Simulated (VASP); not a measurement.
# GaH6 (Pm-3m) in VASP: relaxation of cell and atoms with PBE

Aim: the relaxation of cell and atoms of GaH6 with PBE.

All numbers are computed with VASP 6.6.1; they aren't measurements. Logs are shortened: lines on timing, memory, paths and dates and some standing lists are left out, and cuts for length are marked.

### 1 The cell of the first run

It takes space group Pm-3m (No. 221, cubic). Conventional cell: a = 3.925 Å, b = 3.925 Å, c = 3.925 Å, α = 90.00°, β = 90.00°, γ = 90.00°. Ga (site symmetry m-3m) has 24 H at 2.88 Å and 6 Ga at 3.93 Å within 4.0 Å. H (site symmetry 4mm) has 5 H at 1.55 to 1.68 Å within 2.1 Å.

The cell was generated, and may not be a known phase.

### 2 Relaxation of cell and atoms, PBE

INCAR

```
ALGO     = Normal         # electronic algorithm
EDIFF    = 1E-7           # SCF threshold, eV
EDIFFG   = -0.04          # ionic threshold
ENCUT    = 1230           # plane-wave cutoff, eV
GGA      = PE             # functional
GGA_COMPAT= F            
IBRION   = 2              # ionic algorithm
ISIF     = 3              # what is computed and relaxed
ISMEAR   = 0              # smearing method
LASPH    = T              # aspherical terms in the spheres
LCHARG   = F              # write CHGCAR
LREAL    = F              # projectors in reciprocal space
LWAVE    = F              # write WAVECAR
NELM     = 120            # most SCF steps
NELMIN   = 4            
NSW      = 90             # ionic steps
PREC     = Accurate       # precision mode
SIGMA    = 0.1            # smearing width, eV
```

KPOINTS

```
k-points
0
Gamma
  4 4 4
```

POSCAR

```
GaH6
1.0
    3.9250345000      0.0000000000      0.0000000000
    0.0000000000      3.9250345000      0.0000000000
    0.0000000000      0.0000000000      3.9250345000
Ga H
1 6
Direct
    0.0000000000      0.0000000000      0.0000000000
    0.1975000100      0.5000000000      0.5000000000
    0.5000000000      0.1975000100      0.5000000000
    0.8024999900      0.5000000000      0.5000000000
    0.5000000000      0.8024999900      0.5000000000
    0.5000000000      0.5000000000      0.1975000100
    0.5000000000      0.5000000000      0.8024999900
```

Potentials or basis: VASP PAW PBE potentials, release 64 (Ga_d, H_h).

Command:

```bash
> cat potpaw_PBE.64/Ga_d/POTCAR potpaw_PBE.64/H_h/POTCAR > POTCAR
> mpirun -np 1 vasp_std > vasp.out
```

OUTCAR:

```text
EDIFF = 1E-7
   EDIFFG = -0.04
   ENCUT = 1230
   GGA = PE
   IBRION = 2
   ISIF = 3
   ISMEAR = 0
   LASPH = T
   LREAL = F
   NELM = 120
   NELMIN = 4
   NSW = 90
   PREC = Accurate

 ion  position               nearest neighbor table
   1  0.000  0.000  0.000-
   2  0.198  0.500  0.500-
   3  0.500  0.198  0.500-
   4  0.802  0.500  0.500-
   5  0.500  0.802  0.500-
   6  0.500  0.500  0.198-
   7  0.500  0.500  0.802-

  LATTYP: Found a simple cubic cell.
 ALAT       =     3.9250345000

  Lattice vectors:

 A1 = (   3.9250345000,   0.0000000000,   0.0000000000)
 A2 = (   0.0000000000,   3.9250345000,   0.0000000000)
 A3 = (   0.0000000000,   0.0000000000,   3.9250345000)

Analysis of symmetry for initial positions (statically):
=====================================================================
 Subroutine PRICEL returns:
 Original cell was already a primitive cell.

 Routine SETGRP: Setting up the symmetry group for a
 simple cubic supercell.

 Subroutine GETGRP returns: Found 48 space group operations
 (whereof 48 operations were pure point group operations)
 out of a pool of 48 trial point group operations.

The static configuration has the point symmetry O_h .

Analysis of symmetry for dynamics (positions and initial velocities):
=====================================================================
 Subroutine PRICEL returns:
 Original cell was already a primitive cell.

 Routine SETGRP: Setting up the symmetry group for a
 simple cubic supercell.

 Subroutine GETGRP returns: Found 48 space group operations
 (whereof 48 operations were pure point group operations)
 out of a pool of 48 trial point group operations.

The dynamic configuration has the point symmetry O_h .

 Subroutine INISYM returns: Found 48 space group operations
 (whereof 48 operations are pure point group operations),
 and found     1 'primitive' translations

----------------------------------------------------------------------------------------

                                     Primitive cell

  volume of cell :      60.4687

  direct lattice vectors                    reciprocal lattice vectors
     3.925034500  0.000000000  0.000000000     0.254774831  0.000000000  0.000000000
     0.000000000  3.925034500  0.000000000     0.000000000  0.254774831  0.000000000
     0.000000000  0.000000000  3.925034500     0.000000000  0.000000000  0.254774831

  length of vectors
     3.925034500  3.925034500  3.925034500     0.254774831  0.254774831  0.254774831

  position of ions in fractional coordinates (direct lattice)
     0.000000000  0.000000000  0.000000000
     0.197500010  0.500000000  0.500000000
     0.500000000  0.197500010  0.500000000
     0.802499990  0.500000000  0.500000000
     0.500000000  0.802499990  0.500000000
     0.500000000  0.500000000  0.197500010
     0.500000000  0.500000000  0.802499990

  ion indices of the primitive-cell ions
   primitive index   ion index
                 1           1
                 2           2
                 3           3
                 4           4
                 5           5
                 6           6
                 7           7

----------------------------------------------------------------------------------------

 KPOINTS: k-points

Automatic generation of k-mesh.
 Grid dimensions read from file:
 generate k-points for:    4    4    4

 Generating k-lattice:

  Cartesian coordinates                     Fractional coordinates (reciprocal lattice)
     0.063693708  0.000000000  0.000000000     0.250000000  0.000000000  0.000000000
     0.000000000  0.063693708  0.000000000     0.000000000  0.250000000  0.000000000
     0.000000000  0.000000000  0.063693708     0.000000000  0.000000000  0.250000000

  Length of vectors
     0.063693708  0.063693708  0.063693708

  Shift w.r.t. Gamma in fractional coordinates (k-lattice)
     0.000000000  0.000000000  0.000000000

 Subroutine IBZKPT returns following result:
 ===========================================

 Found     10 irreducible k-points:

 Following reciprocal coordinates:
            Coordinates               Weight
  0.000000  0.000000  0.000000      1.000000
  0.250000  0.000000  0.000000      6.000000
  0.500000  0.000000  0.000000      3.000000
  0.250000  0.250000  0.000000     12.000000
  0.500000  0.250000  0.000000     12.000000
  0.500000  0.500000  0.000000      3.000000
  0.250000  0.250000  0.250000      8.000000
  0.500000  0.250000  0.250000     12.000000
  0.500000  0.500000  0.250000      6.000000
  0.500000  0.500000  0.500000      1.000000
   k-points           NKPTS =     10   k-points in BZ     NKDIM =     10   number of bands    NBANDS=     13
   number of dos      NEDOS =    301   number of ions     NIONS =      7
   total plane-waves  NPLWV = 110592
   dimension x,y,z NGX =    48 NGY =   48 NGZ =   48
   dimension x,y,z NGXF=    96 NGYF=   96 NGZF=   96
   ions per type =               1   6
   NGX,Y,Z   is equivalent  to a cutoff of  20.33, 20.33, 20.33 a.u.
   NGXF,Y,Z  is equivalent  to a cutoff of  40.66, 40.66, 40.66 a.u.
 SYSTEM =  unknown system
   PREC   = accura    normal or accurate (medium, high low for compatibility)
   ISTART =      0    job   : 0-new  1-cont  2-samecut
   ICHARG =      2    charge: 1-file 2-atom 10-const
   ISPIN  =      1    spin polarized calculation?
   LNONCOLLINEAR =      F non collinear calculations
   LSORBIT =      F    spin-orbit coupling
   LASPH  =      T    aspherical Exc in radial PAW
   ENCUT  = 1230.0 eV  90.40 Ry    9.51 a.u.  11.22 11.22 11.22*2*pi/ulx,y,z
   NELM   =    120;   NELMIN=  4; NELMDL= -5     # of ELM steps
   EDIFF  = 0.1E-06   stopping-criterion for ELM
   LREAL  =      F    real-space projection
   EDIFFG = -.4E-01   stopping-criterion for IOM
   NSW    =     90    number of steps for IOM
   IBRION =      2    ionic relax: 0-MD 1-quasi-New 2-CG
   NFREE  =      1    steps in history (QN), initial steepest desc. (CG)
   ISIF   =      3    stress and relaxation
   ISYM   =      2    0-nonsym 1-usesym 2-fastsym
   POTIM  = 0.5000    time-step for ionic-motion
   TEBEG  =    0.0;   TEEND  =   0.0 temperature during run
   PSTRESS=    0.0 pullay stress
   NELECT =      19.0000    total number of electrons
   NUPDOWN=      -1.0000    fix difference up-down
   EMIN   =  10.00;   EMAX   =-10.00  energy-range for DOS
   EFERMI =   0.00;   METHOD = LEGACY
   ISMEAR =     0;   SIGMA  =   0.10  broadening in eV -4-tet -1-fermi 0-gaus
   EFERMI_NEDOS =   21; number of points for ismear=-14 and -15
   IALGO  =     38    algorithm
   IMIX   =      4    mixing-type and parameters
     AMIX     =   0.40;   BMIX     =  1.00
     AMIX_MAG =   1.60;   BMIX_MAG =  1.00
  volume/ion in A,a.u.               =       8.64        58.29
  Fermi-wavevector in a.u.,A,eV,Ry     =   1.112968  2.103204 16.853497  1.238697
  Thomas-Fermi vector in A             =   2.249548
   LORBIT       =      0    0 simple, 1 ext, 2 COOP (PROOUT), +10 PAW based schemes
   GGA     = PE    functional components
   LHFCALC =     F    Hartree Fock is set to
   AEXX    =    0.0000 exact exchange contribution
   IVDW    =     0    specifies the selected vdW correction
   LEPSILON=     F    determine dielectric tensor
   LRPA    =     F    only Hartree local field effects (RPA)
 conjugate gradient relaxation of ions
 non-spin polarized calculation
 Gauss-broadening in eV      SIGMA  =   0.10
  energy-cutoff  :     1230.00
  volume of cell :       60.47
 maximum number of plane-waves:      5940
 NGX is ok and might be reduce to    48
   NGX = 23   NGY = 23   NGZ = 23

--------------------------------------- Ionic step        1  -------------------------------------------

 number of electron      19.0000001 magnetization

 Free energy of the ion-electron system (eV)
  ---------------------------------------------------
  ext. energy  EPLUGINS =         0.00000000
  ---------------------------------------------------
  free energy    TOTEN  =       -16.31227871 eV

  energy without entropy =      -16.30514653  energy(sigma->0) =      -16.30871262

------------------------ aborting loop because EDIFF is reached ----------------------------------------

  FORCE on cell =-STRESS in cart. coord.  units (eV):
  Direction    XX          YY          ZZ          XY          YZ          ZX
  --------------------------------------------------------------------------------------
  -------------------------------------------------------------------------------------
  Total       -3.8217512     -3.8217512     -3.8217512      0.0000000      0.0000000     -0.0000000
  in kB     -101.2610801   -101.2610801   -101.2610801      0.0000000      0.0000000     -0.0000000
  external PRESSURE =    -101.2610801 kB  Pullay stress =       0.0000000 kB
[... 428 lines left out ...]
 k-point    10 :       0.5000    0.5000    0.5000
  band No.  band energies     occupation
      1     -11.0471      2.00000
      2     -11.0471      2.00000
      3     -11.0471      2.00000
      4     -10.8716      2.00000
      5     -10.8716      2.00000
      6      -3.7778      2.00000
      7      -3.7778      2.00000
      8      -3.7778      2.00000
      9       1.3203      2.00000
     10       1.4094      2.00000
     11       3.0859      2.00000
     12       3.0859      2.00000
     13       3.0859      2.00000

[... ionic steps 4 to 18 ...]

--------------------------------------- Ionic step       19  -------------------------------------------

 number of electron      18.9999996 magnetization

------------------------ aborting loop because EDIFF is reached ----------------------------------------

  FORCE on cell =-STRESS in cart. coord.  units (eV):
  Direction    XX          YY          ZZ          XY          YZ          ZX
  --------------------------------------------------------------------------------------
  -------------------------------------------------------------------------------------
  Total        0.0919669      0.0919669      0.0919669      0.0000000      0.0000000      0.0000000
  in kB        1.5754634      1.5754634      1.5754634      0.0000000      0.0000000      0.0000000
  external PRESSURE =       1.5754634 kB  Pullay stress =       0.0000000 kB
[... 67 lines left out ...]
  energy  without entropy=      -20.7234605351  energy(sigma->0) =      -20.73401308

--------------------------------------- Ionic step       21  -------------------------------------------

 number of electron      18.9999996 magnetization

 Free energy of the ion-electron system (eV)
  ---------------------------------------------------
  ext. energy  EPLUGINS =         0.00000000
  ---------------------------------------------------
  free energy    TOTEN  =       -20.74479318 eV

  energy without entropy =      -20.72359919  energy(sigma->0) =      -20.73419619

 E-fermi :   0.7613     XC(G=0):  -6.8649

 val. band max:        0.7339334780   @ k =   0.5000   0.2500   0.2500
 cond. band min:       0.8890712708   @ k =   0.5000   0.5000   0.0000
 fundamental gap:      0.1551377929
 Fermi energy:         0.7612641148

 k-point     1 :       0.0000    0.0000    0.0000
  band No.  band energies     occupation
      1     -15.4729      2.00000
      2     -15.4729      2.00000
      3     -15.4686      2.00000
      4     -15.4686      2.00000
      5     -15.4686      2.00000
      6      -9.2652      2.00000
      7      -6.9468      2.00000
      8      -6.9468      2.00000
      9      -4.5128      2.00000
     10       1.2286      0.00000
     11       1.2286      0.00000
     12       1.2286      0.00000
[... 177 lines left out ...]
  FREE ENERGIE OF THE ION-ELECTRON SYSTEM (eV)
  ---------------------------------------------------
  free  energy   TOTEN  =       -20.7447931812 eV

  energy  without entropy=      -20.7235991949  energy(sigma->0) =      -20.73419619

 reached required accuracy - stopping structural energy minimisation
```

It took 7.5 min on 1 thread of Intel Xeon Platinum 8259CL at 2.50GHz (Skylake/Cascade Lake), shared host; peak memory 0.38 GiB.

Results:

| Quantity | Value |
| --- | --- |
| Free energy | -20.7448 eV |
| Relaxed volume | 13.35 Å³/atom |
| Relaxed cell | a = 4.538 Å, b = 4.538 Å, c = 4.538 Å, α = 90.00°, β = 90.00°, γ = 90.00° |
| Space group after relaxing (to 0.1 Å) | Pm-3m (No. 221) |
| Pressure after relaxing | 0.3 GPa |
| Largest force after relaxing | 0.009 eV/Å |

Forces on the atoms (eV/Å):
```
Ga   0.000  0.000  0.000
H   -0.009  0.000  0.000
H    0.000 -0.009  0.000
H    0.009  0.000  0.000
H    0.000  0.009  0.000
H    0.000  0.000 -0.009
H    0.000  0.000  0.009
```

Final structure:
```cif
data_structure
_symmetry_space_group_name_H-M 'P 1'
_symmetry_Int_Tables_number 1
_cell_length_a 4.5376
_cell_length_b 4.5376
_cell_length_c 4.5376
_cell_angle_alpha 90.000
_cell_angle_beta 90.000
_cell_angle_gamma 90.000
_cell_volume 93.43
loop_
_atom_site_label
_atom_site_type_symbol
_atom_site_fract_x
_atom_site_fract_y
_atom_site_fract_z
_atom_site_occupancy
Ga1 Ga 0.00000 0.00000 0.00000 1
H1 H 0.08327 0.50000 0.50000 1
H2 H 0.50000 0.08327 0.50000 1
H3 H 0.91673 0.50000 0.50000 1
H4 H 0.50000 0.91673 0.50000 1
H5 H 0.50000 0.50000 0.08327 1
H6 H 0.50000 0.50000 0.91673 1
```

Caveat: the k points lie up to 0.35 Å⁻¹ apart in the final cell; the volume moved by over 15 % at a fixed basis, so the end points are rough; the highest band is partly filled, so the run has too few bands.
